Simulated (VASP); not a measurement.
Here is a VASP 6.6.1 calculation.

INCAR

```
SYSTEM = La3Ir5
  PREC = Accurate
  ENCUT = 520
  EDIFF = 1E-6
  ISMEAR = 0
  SIGMA = 0.1
  LREAL = .False.
  LASPH = .True.
  NELM = 100
  ALGO = Normal
  ISIF = 2
  LWAVE = .False.
  LCHARG = .False.
  GGA = PE
  NBANDS = 49
```

KPOINTS

```
regular mesh
0
Gamma
  4 4 4
  0 0 0
```

POSCAR

```
La3Ir5
1.0
   -3.4518686232      3.4518686232      3.4518686232
    3.4518686232     -3.4518686232      3.4518686232
    3.4518686232      3.4518686232     -3.4518686232
La Ir
3 5
Direct
    0.0000000000      0.5000000000      0.5000000000
    0.5000000000      0.5000000000      0.0000000000
    0.5000000000      0.0000000000      0.5000000000
    0.0000000000      0.0000000000      0.0000000000
    0.0000000000      0.0000000000      0.5000000000
    0.0000000000      0.5000000000      0.0000000000
    0.5000000000      0.0000000000      0.0000000000
    0.5000000000      0.5000000000      0.5000000000
```

Potentials or basis: VASP PAW PBE potentials, release 64 (La, Ir).

Launch:

```console
$ cat potpaw_PBE.64/La/POTCAR potpaw_PBE.64/Ir/POTCAR > POTCAR
$ mpirun -np 1 vasp_std > vasp.out
```

(1) What does it give for the pressure?

(2) Predict the band gap on the k mesh.

Answers

(1) 0.0 GPa.

(2) zero (bands 39 and 40 overlap by 1.56 eV).

Caveat: spin-orbit coupling is left out, which moves the levels of the heavy elements.
